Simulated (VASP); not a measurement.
# MoS2 (P6_3/mmc) in VASP: further runs

Runs on MoS2. Level: PBEsol. Tasks: single point.

Everything below comes from runs of VASP 6.6.1. Logs are shortened: lines on timing, memory, paths and dates and some standing lists are left out, and cuts for length are marked.

## 1. The cell of the first run

It takes space group P6_3/mmc (No. 194, hexagonal). Conventional cell: a = 2.985 Å, b = 2.985 Å, c = 12.068 Å, α = 90.00°, β = 90.00°, γ = 120.00°. Within 3.0 Å of Mo (site symmetry -6m2) lie 6 S at 2.28 Å and 6 Mo at 2.98 Å. S (site symmetry 3m) has 3 Mo at 2.28 Å and 7 S at 2.98 to 2.99 Å within 3.0 Å.

## 2. Single point, PBEsol

INCAR reads:

```
SYSTEM = MoS2
PREC = Accurate
ENCUT = 520
EDIFF = 1E-6
ISMEAR = 1
SIGMA = 0.134
LREAL = .FALSE.
LASPH = .TRUE.
NELM = 80
ALGO = Normal
ISIF = 2
LWAVE = .FALSE.
LCHARG = .FALSE.
GGA = PS
NBANDS = 35
```

KPOINTS reads:

```
regular mesh
0
G
  12 12 2
  0 0 0
```

POSCAR reads:

```
MoS2
1.0
    2.9846000000      0.0000000000      0.0000000000
   -1.4923000000      2.5847394201      0.0000000000
    0.0000000000      0.0000000000     12.0675000000
Mo S
2 4
Direct
    0.3333333333      0.6666666667      0.2500000000
    0.6666666667      0.3333333333      0.7500000000
    0.3333333333      0.6666666667      0.6259932117
    0.6666666667      0.3333333333      0.1259932117
    0.3333333333      0.6666666667      0.8740067883
    0.6666666667      0.3333333333      0.3740067883
```

Potentials or basis: VASP PAW PBE potentials, release 64 (Mo_sv, S).

Command:

```bash
$ cat potpaw_PBE.64/Mo_sv/POTCAR potpaw_PBE.64/S/POTCAR > POTCAR
$ mpirun -np 1 vasp_std > vasp.out
```

OUTCAR:

```text
SYSTEM = MoS2
   PREC = Accurate
   ENCUT = 520
   EDIFF = 1E-6
   ISMEAR = 1
   LREAL = .FALSE.
   LASPH = .TRUE.
   NELM = 80
   ISIF = 2
   GGA = PS

 ion  position               nearest neighbor table
   1  0.333  0.667  0.250-   4 2.28   6 2.28   4 2.28   6 2.28   4 2.28   6 2.28
   2  0.667  0.333  0.750-   3 2.28   5 2.28   3 2.28   5 2.28   3 2.28   5 2.28
   3  0.333  0.667  0.626-   2 2.28   2 2.28   2 2.28
   4  0.667  0.333  0.126-   1 2.28   1 2.28   1 2.28
   5  0.333  0.667  0.874-   2 2.28   2 2.28   2 2.28
   6  0.667  0.333  0.374-   1 2.28   1 2.28   1 2.28

  LATTYP: Found a hexagonal cell.
 ALAT       =     2.9846000000
 C/A-ratio  =     4.0432553776

  Lattice vectors:

 A1 = (   2.9846000000,   0.0000000000,   0.0000000000)
 A2 = (  -1.4923000000,   2.5847394201,   0.0000000000)
 A3 = (   0.0000000000,   0.0000000000,  12.0675000000)

Analysis of symmetry for initial positions (statically):
=====================================================================
 Subroutine PRICEL returns:
 Original cell was already a primitive cell.

 Routine SETGRP: Setting up the symmetry group for a
 hexagonal supercell.

 Subroutine GETGRP returns: Found 24 space group operations
 (whereof 12 operations were pure point group operations)
 out of a pool of 24 trial point group operations.

The static configuration has the point symmetry D_3d.
 The point group associated with its full space group is D_6h.

Analysis of symmetry for dynamics (positions and initial velocities):
=====================================================================
 Subroutine PRICEL returns:
 Original cell was already a primitive cell.

 Routine SETGRP: Setting up the symmetry group for a
 hexagonal supercell.

 Subroutine GETGRP returns: Found 24 space group operations
 (whereof 12 operations were pure point group operations)
 out of a pool of 24 trial point group operations.

The dynamic configuration has the point symmetry D_3d.
 The point group associated with its full space group is D_6h.

 Subroutine INISYM returns: Found 24 space group operations
 (whereof 12 operations are pure point group operations),
 and found     1 'primitive' translations

----------------------------------------------------------------------------------------

                                     Primitive cell

  volume of cell :      93.0937

  direct lattice vectors                    reciprocal lattice vectors
     2.984600000  0.000000000  0.000000000     0.335053273  0.193443098  0.000000000
    -1.492300000  2.584739420  0.000000000     0.000000000  0.386886195  0.000000000
     0.000000000  0.000000000 12.067500000     0.000000000  0.000000000  0.082867205

  length of vectors
     2.984600000  2.984600000 12.067500000     0.386886195  0.386886195  0.082867205

  position of ions in fractional coordinates (direct lattice)
     0.333333333  0.666666667  0.250000000
     0.666666667  0.333333333  0.750000000
     0.333333333  0.666666667  0.625993212
     0.666666667  0.333333333  0.125993212
     0.333333333  0.666666667  0.874006788
     0.666666667  0.333333333  0.374006788

  ion indices of the primitive-cell ions
   primitive index   ion index
                 1           1
                 2           2
                 3           3
                 4           4
                 5           5
                 6           6

----------------------------------------------------------------------------------------

 KPOINTS: regular mesh

Automatic generation of k-mesh.
 Grid dimensions read from file:
 generate k-points for:   12   12    2

 Generating k-lattice:

  Cartesian coordinates                     Fractional coordinates (reciprocal lattice)
     0.027921106  0.016120258  0.000000000     0.083333333 -0.000000000  0.000000000
     0.000000000  0.032240516  0.000000000     0.000000000  0.083333333  0.000000000
     0.000000000  0.000000000  0.041433603     0.000000000  0.000000000  0.500000000

  Length of vectors
     0.032240516  0.032240516  0.041433603

  Shift w.r.t. Gamma in fractional coordinates (k-lattice)
     0.000000000  0.000000000  0.000000000

 Subroutine IBZKPT returns following result:
 ===========================================

 Found     38 irreducible k-points:

 Following reciprocal coordinates:
            Coordinates               Weight
  0.000000  0.000000  0.000000      1.000000
  0.083333 -0.000000  0.000000      6.000000
  0.166667  0.000000  0.000000      6.000000
  0.250000 -0.000000  0.000000      6.000000
  0.333333 -0.000000  0.000000      6.000000
  0.416667 -0.000000  0.000000      6.000000
[... 16 lines left out ...]
  0.250000 -0.000000  0.500000      6.000000
  0.333333 -0.000000  0.500000      6.000000
 [... further k-points ...]
   k-points           NKPTS =     38   k-points in BZ     NKDIM =     38   number of bands    NBANDS=     35
   number of dos      NEDOS =    301   number of ions     NIONS =      6
   total plane-waves  NPLWV =  51840
   dimension x,y,z NGX =    24 NGY =   24 NGZ =   90
   dimension x,y,z NGXF=    48 NGYF=   48 NGZF=  180
   ions per type =               2   4
   NGX,Y,Z   is equivalent  to a cutoff of  13.37, 13.37, 12.40 a.u.
   NGXF,Y,Z  is equivalent  to a cutoff of  26.74, 26.74, 24.80 a.u.
 SYSTEM =  MoS2
   PREC   = accura    normal or accurate (medium, high low for compatibility)
   ISTART =      0    job   : 0-new  1-cont  2-samecut
   ICHARG =      2    charge: 1-file 2-atom 10-const
   ISPIN  =      1    spin polarized calculation?
   LNONCOLLINEAR =      F non collinear calculations
   LSORBIT =      F    spin-orbit coupling
   LASPH  =      T    aspherical Exc in radial PAW
   ENCUT  =  520.0 eV  38.22 Ry    6.18 a.u.   5.55  5.55 22.44*2*pi/ulx,y,z
   NELM   =     80;   NELMIN=  2; NELMDL= -5     # of ELM steps
   EDIFF  = 0.1E-05   stopping-criterion for ELM
   LREAL  =      F    real-space projection
   EDIFFG = 0.1E-04   stopping-criterion for IOM
   NSW    =      0    number of steps for IOM
   IBRION =     -1    ionic relax: 0-MD 1-quasi-New 2-CG
   NFREE  =      0    steps in history (QN), initial steepest desc. (CG)
   ISIF   =      2    stress and relaxation
   ISYM   =      2    0-nonsym 1-usesym 2-fastsym
   POTIM  = 0.5000    time-step for ionic-motion
   TEBEG  =    0.0;   TEEND  =   0.0 temperature during run
   PSTRESS=    0.0 pullay stress
   NELECT =      52.0000    total number of electrons
   NUPDOWN=      -1.0000    fix difference up-down
   EMIN   =  10.00;   EMAX   =-10.00  energy-range for DOS
   EFERMI =   0.00;   METHOD = LEGACY
   ISMEAR =     1;   SIGMA  =   0.13  broadening in eV -4-tet -1-fermi 0-gaus
   EFERMI_NEDOS =   21; number of points for ismear=-14 and -15
   IALGO  =     38    algorithm
   IMIX   =      4    mixing-type and parameters
     AMIX     =   0.40;   BMIX     =  1.00
     AMIX_MAG =   1.60;   BMIX_MAG =  1.00
  volume/ion in A,a.u.               =      15.52       104.70
  Fermi-wavevector in a.u.,A,eV,Ry     =   1.348246  2.547816 24.732233  1.817768
  Thomas-Fermi vector in A             =   2.475931
   LORBIT       =      0    0 simple, 1 ext, 2 COOP (PROOUT), +10 PAW based schemes
   GGA     = PS    functional components
   LHFCALC =     F    Hartree Fock is set to
   AEXX    =    0.0000 exact exchange contribution
   IVDW    =     0    specifies the selected vdW correction
   LEPSILON=     F    determine dielectric tensor
   LRPA    =     F    only Hartree local field effects (RPA)
 non-spin polarized calculation
 Methfessel and Paxton  Order N= 1 SIGMA  =   0.13
  energy-cutoff  :      520.00
  volume of cell :       93.09
 maximum number of plane-waves:      2552
 NGX is ok and might be reduce to    24
   NGX = 11   NGY = 11   NGZ = 45

 number of electron      52.0000005 magnetization

 Free energy of the ion-electron system (eV)
  ---------------------------------------------------
  ext. energy  EPLUGINS =         0.00000000
  ---------------------------------------------------
  free energy    TOTEN  =       -45.72215115 eV

  energy without entropy =      -45.72223622  energy(sigma->0) =      -45.72217951

 E-fermi :   9.3371     XC(G=0): -11.6423

 val. band max:        9.2434729853   @ k =   0.0000   0.0000   0.0000
 cond. band min:      10.1761555641   @ k =   0.1667   0.1667   0.0000
 fundamental gap:      0.9326825788
 Fermi energy:         9.3371226517

 k-point     1 :       0.0000    0.0000    0.0000
  band No.  band energies     occupation
      1     -51.9703      2.00000
      2     -51.9703      2.00000
      3     -26.3747      2.00000
      4     -26.3745      2.00000
      5     -25.8621      2.00000
      6     -25.8621      2.00000
[... 27 lines left out ...]
     34      12.4687      0.00000
     35      15.4717      0.00000

 k-point     2 :       0.0833   -0.0000    0.0000
  band No.  band energies     occupation
      1     -51.9642      2.00000
      2     -51.9642      2.00000
      3     -26.3636      2.00000
      4     -26.3634      2.00000
      5     -25.9155      2.00000
      6     -25.9155      2.00000
[... 27 lines left out ...]
     34      12.3102      0.00000
     35      16.0753      0.00000

 k-point     3 :       0.1667    0.0000    0.0000
  band No.  band energies     occupation
      1     -51.9475      2.00000
      2     -51.9474      2.00000
      3     -26.3331      2.00000
      4     -26.3330      2.00000
      5     -26.0591      2.00000
      6     -26.0591      2.00000
[... 27 lines left out ...]
     34      12.7659      0.00000
     35      17.2396      0.00000

 k-point     4 :       0.2500   -0.0000    0.0000
  band No.  band energies     occupation
      1     -51.9245      2.00000
      2     -51.9245      2.00000
      3     -26.2912      2.00000
      4     -26.2910      2.00000
      5     -26.2508      2.00000
      6     -26.2508      2.00000
[... 27 lines left out ...]
     34      13.3636      0.00000
     35      17.1287      0.00000

 k-point     5 :       0.3333   -0.0000    0.0000
  band No.  band energies     occupation
      1     -51.9014      2.00000
      2     -51.9014      2.00000
      3     -26.4375      2.00000
      4     -26.4375      2.00000
      5     -26.2489      2.00000
      6     -26.2488      2.00000
[... 638 lines left out ...]
 k-point    22 :       0.1667    0.0000    0.5000
  band No.  band energies     occupation
      1     -51.9475      2.00000
      2     -51.9475      2.00000
      3     -26.3330      2.00000
      4     -26.3330      2.00000
      5     -26.0591      2.00000
      6     -26.0591      2.00000
[... 27 lines left out ...]
     34      12.7057      0.00000
     35      17.2650      0.00000

 k-point    23 :       0.2500   -0.0000    0.5000
  band No.  band energies     occupation
      1     -51.9245      2.00000
      2     -51.9245      2.00000
      3     -26.2911      2.00000
      4     -26.2911      2.00000
      5     -26.2508      2.00000
      6     -26.2508      2.00000
[... 27 lines left out ...]
     34      13.2418      0.00000
     35      16.8777      0.00000

 k-point    24 :       0.3333   -0.0000    0.5000
  band No.  band energies     occupation
      1     -51.9014      2.00000
      2     -51.9014      2.00000
      3     -26.4375      2.00000
      4     -26.4375      2.00000
      5     -26.2489      2.00000
      6     -26.2489      2.00000
[... 27 lines left out ...]
     34      13.5955      0.00000
     35      16.0857      0.00000

 [... further k-points ...]

------------------------ aborting loop because EDIFF is reached ----------------------------------------

  FORCE on cell =-STRESS in cart. coord.  units (eV):
  Direction    XX          YY          ZZ          XY          YZ          ZX
  --------------------------------------------------------------------------------------
  -------------------------------------------------------------------------------------
  Total       17.2739263     17.2739263     17.5186004      0.0000000      0.0000000      0.0000000
  in kB      297.2907774    297.2907774    301.5017113      0.0000000      0.0000000      0.0000000
  external PRESSURE =     298.6944220 kB  Pullay stress =       0.0000000 kB

 VOLUME and BASIS-vectors are now :
 -----------------------------------------------------------------------------
  energy-cutoff  :      520.00
  volume of cell :       93.09
      direct lattice vectors                 reciprocal lattice vectors
     2.984600000  0.000000000  0.000000000     0.335053273  0.193443098  0.000000000
    -1.492300000  2.584739420  0.000000000     0.000000000  0.386886195  0.000000000
     0.000000000  0.000000000 12.067500000     0.000000000  0.000000000  0.082867205

 POSITION                                       TOTAL-FORCE (eV/Angst)
 -----------------------------------------------------------------------------------
     -0.00000      1.72316      3.01688        -0.000000      0.000000      0.000000
      1.49230      0.86158      9.05063         0.000000      0.000000      0.000000
     -0.00000      1.72316      7.55417         0.000000     -0.000000     -2.800839
      1.49230      0.86158      1.52042        -0.000000      0.000000     -2.800839
     -0.00000      1.72316     10.54708         0.000000     -0.000000      2.800839
      1.49230      0.86158      4.51333        -0.000000      0.000000      2.800839
 -----------------------------------------------------------------------------------
    total drift:                               -0.000000      0.000000     -0.000000

  FREE ENERGIE OF THE ION-ELECTRON SYSTEM (eV)
  ---------------------------------------------------
  free  energy   TOTEN  =       -45.7221511510 eV

  energy  without entropy=      -45.7222362211  energy(sigma->0) =      -45.72217951
```

Wall time 51 s (1 thread of Intel Xeon 6975P-C (Granite Rapids), shared host); peak memory 0.26 GiB.

What came out:

```yaml
Free_energy: -45.7222 eV
Pressure: 29.9 GPa
Largest_force: 2.801 eV/Å
Band_gap_on_the_k_mesh: 0.93 eV, indirect (least direct gap 2.17 eV)
```

Forces in eV/Å, atoms in the order of the input:
```
Mo   0.000  0.000  0.000
Mo   0.000  0.000  0.000
S    0.000  0.000 -2.801
S    0.000  0.000 -2.801
S    0.000  0.000  2.801
S    0.000  0.000  2.801
```

Levels at points of the mesh, in eV from the valence-band top:
```
           k point  band 24  band 25  band 26  band 27  band 28  band 29
(0.00, 0.00, 0.00)    -1.66    -1.45     0.00     2.65     2.65     2.67
(0.50, 0.00, 0.00)    -1.51    -1.46    -1.38     2.23     2.28     2.55
(0.00, 0.00, 0.50)    -2.31    -0.40    -0.40     2.65     2.65     2.65
(0.50, 0.00, 0.50)    -1.48    -1.47    -1.47     2.25     2.25     2.78
```

Caveat: the PAW data sets were made with another functional, which shifts forces and pressure a little; this functional lacks dispersion, which binds the layers, so the pressure and a relaxed spacing across them are unreliable. A k mesh can miss the band edges.

(Part 1 of 2 ends here.)
